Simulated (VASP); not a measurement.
# AgS (Fm-3m) in VASP: single point with PBE

Aim: the single point of AgS with PBE.

All numbers are computed with VASP 6.6.1; they aren't measurements. Logs are shortened: lines on timing, memory, paths and dates and some standing lists are left out, and cuts for length are marked.

## (1) The cell of the first run

It takes space group Fm-3m (No. 225, cubic). The conventional cell has a = 5.456 Å, b = 5.456 Å, c = 5.456 Å, α = 90.00°, β = 90.00°, γ = 90.00°. Within 3.6 Å of Ag (site symmetry m-3m) lie 6 S at 2.73 Å. S (site symmetry m-3m) has 6 Ag at 2.73 Å within 3.6 Å.

## (2) Single point, PBE

Contents of POSCAR:

```
AgS
1.0
    0.0000000000      2.7278400000      2.7278400000
    2.7278400000      0.0000000000      2.7278400000
    2.7278400000      2.7278400000      0.0000000000
Ag S
1 1
Direct
    0.0000000000      0.0000000000      0.0000000000
    0.5000000000      0.5000000000      0.5000000000
```

Contents of INCAR.step1:

```
SYSTEM = AgS
PREC     = Accurate       ! precision mode
ENCUT    = 400            ! plane-wave cutoff, eV
EDIFF    = 1E-6           ! SCF threshold, eV
ISMEAR   = 1              ! smearing method
SIGMA    = 0.0168         ! smearing width, eV
LREAL    = .False.        ! projectors in reciprocal space
LASPH    = .True.         ! aspherical terms in the spheres
NELM     = 120            ! most SCF steps
ALGO     = Normal         ! electronic algorithm
ISIF     = 2              ! what is computed and relaxed
LWAVE    = .False.        ! write WAVECAR
LCHARG   = .True.         ! write CHGCAR
LMAXMIX  = 4              ! l up to which the mixer works
GGA      = PE             ! functional
NBANDS   = 16             ! bands
GGA_COMPAT= .False.      
NEDOS    = 2001           ! points of the DOS
LORBIT   = 11             ! projections on sites
```

Contents of KPOINTS.step1:

```
regular mesh
0
Gamma
  8 8 8
  0 0 0
```

Contents of INCAR.step2:

```
SYSTEM = AgS
PREC     = Accurate       ! precision mode
ENCUT    = 400            ! plane-wave cutoff, eV
EDIFF    = 1E-6           ! SCF threshold, eV
ISMEAR   = -5             ! smearing method
SIGMA    = 0.0168         ! smearing width, eV
LREAL    = .False.        ! projectors in reciprocal space
LASPH    = .True.         ! aspherical terms in the spheres
NELM     = 120            ! most SCF steps
ALGO     = Normal         ! electronic algorithm
ISIF     = 2              ! what is computed and relaxed
LWAVE    = .False.        ! write WAVECAR
LCHARG   = .False.        ! write CHGCAR
LMAXMIX  = 4              ! l up to which the mixer works
GGA      = PE             ! functional
LORBIT   = 11             ! projections on sites
NBANDS   = 16             ! bands
NEDOS    = 2001           ! points of the DOS
ICHARG   = 11             ! starting density
GGA_COMPAT= .False.
```

Contents of KPOINTS.step2:

```
regular mesh
0
Gamma
  12 12 12
  0 0 0
```

Potentials or basis: VASP PAW PBE potentials, release 64 (Ag, S).

Started as:

```bash
> cat potpaw_PBE.64/Ag/POTCAR potpaw_PBE.64/S/POTCAR > POTCAR
> cp INCAR.step1 INCAR
> cp KPOINTS.step1 KPOINTS
> mpirun -np 1 vasp_std > vasp.out
> cp INCAR.step2 INCAR
> cp KPOINTS.step2 KPOINTS
> mpirun -np 1 vasp_std > vasp.out
```

OUTCAR:

```text
SYSTEM = AgS
   PREC = Accurate
   ENCUT = 400
   EDIFF = 1E-6
   ISMEAR = -5
   LREAL = .False.
   LASPH = .True.
   NELM = 120
   ISIF = 2
   GGA = PE
   LORBIT = 11
   ICHARG = 11

 ion  position               nearest neighbor table
   1  0.000  0.000  0.000-   2 2.73   2 2.73   2 2.73   2 2.73   2 2.73   2 2.73
   2  0.500  0.500  0.500-   1 2.73   1 2.73   1 2.73   1 2.73   1 2.73   1 2.73

  LATTYP: Found a face centered cubic cell.
 ALAT       =     5.4556800000

  Lattice vectors:

 A1 = (   0.0000000000,   2.7278400000,   2.7278400000)
 A2 = (   2.7278400000,   0.0000000000,   2.7278400000)
 A3 = (   2.7278400000,   2.7278400000,   0.0000000000)

Analysis of symmetry for initial positions (statically):
=====================================================================
 Subroutine PRICEL returns:
 Original cell was already a primitive cell.

 Routine SETGRP: Setting up the symmetry group for a
 face centered cubic supercell.

 Subroutine GETGRP returns: Found 48 space group operations
 (whereof 48 operations were pure point group operations)
 out of a pool of 48 trial point group operations.

The static configuration has the point symmetry O_h .

Analysis of symmetry for dynamics (positions and initial velocities):
=====================================================================
 Subroutine PRICEL returns:
 Original cell was already a primitive cell.

 Routine SETGRP: Setting up the symmetry group for a
 face centered cubic supercell.

 Subroutine GETGRP returns: Found 48 space group operations
 (whereof 48 operations were pure point group operations)
 out of a pool of 48 trial point group operations.

The dynamic configuration has the point symmetry O_h .

 Subroutine INISYM returns: Found 48 space group operations
 (whereof 48 operations are pure point group operations),
 and found     1 'primitive' translations

----------------------------------------------------------------------------------------

                                     Primitive cell

  volume of cell :      40.5963

  direct lattice vectors                    reciprocal lattice vectors
     0.000000000  2.727840000  2.727840000    -0.183295208  0.183295208  0.183295208
     2.727840000  0.000000000  2.727840000     0.183295208 -0.183295208  0.183295208
     2.727840000  2.727840000  0.000000000     0.183295208  0.183295208 -0.183295208

  length of vectors
     3.857748324  3.857748324  3.857748324     0.317476613  0.317476613  0.317476613

[... 89 lines left out ...]
   ISYM   =      2    0-nonsym 1-usesym 2-fastsym
   POTIM  = 0.5000    time-step for ionic-motion
   TEBEG  =    0.0;   TEEND  =   0.0 temperature during run
   PSTRESS=    0.0 pullay stress
   NELECT =      17.0000    total number of electrons
   NUPDOWN=      -1.0000    fix difference up-down
   EMIN   =  10.00;   EMAX   =-10.00  energy-range for DOS
   EFERMI =   0.00;   METHOD = LEGACY
   ISMEAR =    -5;   SIGMA  =   0.02  broadening in eV -4-tet -1-fermi 0-gaus
   EFERMI_NEDOS =   21; number of points for ismear=-14 and -15
   IALGO  =     38    algorithm
   IMIX   =      4    mixing-type and parameters
     AMIX     =   0.40;   BMIX     =  1.00
     AMIX_MAG =   1.60;   BMIX_MAG =  1.00
  volume/ion in A,a.u.               =      20.30       136.98
  Fermi-wavevector in a.u.,A,eV,Ry     =   1.224792  2.314521 20.410301  1.500115
  Thomas-Fermi vector in A             =   2.359853
   LORBIT       =     11    0 simple, 1 ext, 2 COOP (PROOUT), +10 PAW based schemes
   GGA     = PE    functional components
   LHFCALC =     F    Hartree Fock is set to
   AEXX    =    0.0000 exact exchange contribution
   IVDW    =     0    specifies the selected vdW correction
   LEPSILON=     F    determine dielectric tensor
   LRPA    =     F    only Hartree local field effects (RPA)
 non-spin polarized calculation
 Fermi weights with tetrahedron method with Bloechl corrections
  energy-cutoff  :      400.00
  volume of cell :       40.60
 maximum number of plane-waves:       754
 NGX is ok and might be reduce to    28

 number of electron      17.0000000 magnetization

 Free energy of the ion-electron system (eV)
  ---------------------------------------------------
  ext. energy  EPLUGINS =         0.00000000
  ---------------------------------------------------
  free energy    TOTEN  =        -6.60413630 eV

  energy without entropy =       -6.60413630  energy(sigma->0) =       -6.60413630

 E-fermi :   4.8191     XC(G=0): -10.4079

 val. band max:        4.9075798961   @ k =   0.2500   0.0000   0.0000
 cond. band min:       4.8213066826   @ k =   0.4167   0.1667   0.0000
 fundamental gap:     -0.0862732135
 Fermi energy:         4.8191452887

 k-point     1 :       0.0000    0.0000    0.0000
  band No.  band energies     occupation
      1      -7.9762      2.00000
      2       1.1898      2.00000
      3       1.1898      2.00000
      4       1.2227      2.00000
      5       1.2227      2.00000
      6       1.2227      2.00000
[... 433 lines left out ...]
      3       0.2998      2.00000
      4       0.3988      2.00000
      5       1.5896      2.00000
      6       1.5983      2.00000
[... 8 lines left out ...]
     15      18.0245      0.00000
     16      19.5316      0.00000

 [... further k-points ...]

------------------------ aborting loop because EDIFF is reached ----------------------------------------

  FORCE on cell =-STRESS in cart. coord.  units (eV):
  Direction    XX          YY          ZZ          XY          YZ          ZX
  --------------------------------------------------------------------------------------
  -------------------------------------------------------------------------------------
  Total       -1.4765311     -1.4765311     -1.4765311      0.0000000     -0.0000000      0.0000000
  in kB      -58.2728834    -58.2728834    -58.2728834      0.0000000     -0.0000000      0.0000000
  external PRESSURE =     -58.2728834 kB  Pullay stress =       0.0000000 kB

 VOLUME and BASIS-vectors are now :
 -----------------------------------------------------------------------------
  energy-cutoff  :      400.00
  volume of cell :       40.60
      direct lattice vectors                 reciprocal lattice vectors
     0.000000000  2.727840000  2.727840000    -0.183295208  0.183295208  0.183295208
     2.727840000  0.000000000  2.727840000     0.183295208 -0.183295208  0.183295208
     2.727840000  2.727840000  0.000000000     0.183295208  0.183295208 -0.183295208

 POSITION                                       TOTAL-FORCE (eV/Angst)
 -----------------------------------------------------------------------------------
      0.00000      0.00000      0.00000         0.000000     -0.000000      0.000000
      2.72784      2.72784      2.72784        -0.000000      0.000000     -0.000000
 -----------------------------------------------------------------------------------
    total drift:                                0.000000      0.000000      0.000000

  FREE ENERGIE OF THE ION-ELECTRON SYSTEM (eV)
  ---------------------------------------------------
  free  energy   TOTEN  =        -6.6041362963 eV

  energy  without entropy=       -6.6041362963  energy(sigma->0) =       -6.60413630

 total charge

# of ion       s       p       d       tot
------------------------------------------
    1        0.309   0.228   9.146   9.683
    2        1.367   2.216   0.000   3.583
--------------------------------------------------
tot          1.676   2.444   9.146  13.266
```

OSZICAR.step1:

```text
N       E                     dE             d eps       ncg     rms          rms(c)
DAV:   1     0.701720861794E+02    0.70172E+02   -0.64070E+03   984   0.738E+02
DAV:   2    -0.515727644895E+01   -0.75329E+02   -0.69134E+02  1160   0.182E+02
DAV:   3    -0.723643113138E+01   -0.20792E+01   -0.20735E+01  1152   0.317E+01
DAV:   4    -0.724964478831E+01   -0.13214E-01   -0.13213E-01  1136   0.279E+00
DAV:   5    -0.724980507874E+01   -0.16029E-03   -0.16029E-03  1168   0.299E-01    0.776E+00
DAV:   6    -0.663817109814E+01    0.61163E+00   -0.23215E+00  1104   0.203E+01    0.693E+00
DAV:   7    -0.659570334076E+01    0.42468E-01   -0.23980E-01   960   0.561E+00    0.330E+00
DAV:   8    -0.659290598141E+01    0.27974E-02   -0.19149E-02  1128   0.121E+00    0.575E-01
DAV:   9    -0.659229198877E+01    0.61399E-03   -0.15287E-03  1136   0.505E-01    0.144E-01
DAV:  10    -0.659235258591E+01   -0.60597E-04   -0.37111E-04  1080   0.146E-01    0.278E-02
DAV:  11    -0.659235089028E+01    0.16956E-05   -0.27592E-05  1144   0.432E-02    0.258E-02
DAV:  12    -0.659234655065E+01    0.43396E-05   -0.59271E-06  1176   0.149E-02    0.118E-02
DAV:  13    -0.659234624726E+01    0.30339E-06   -0.97978E-07   792   0.120E-02
   1 F= -.65923462E+01 E0= -.65923199E+01  d E =-.790141E-04
```

Wall time 22 s (1 thread of Intel Xeon 6975P-C (Granite Rapids), shared host); peak memory 0.16 GiB.

Results:

| Property | Result |
| --- | --- |
| Valence electrons inside the program's atomic spheres | Ag 9.68; S 3.58 |

Caveat: tetrahedron occupations give inexact forces and stress in metals.
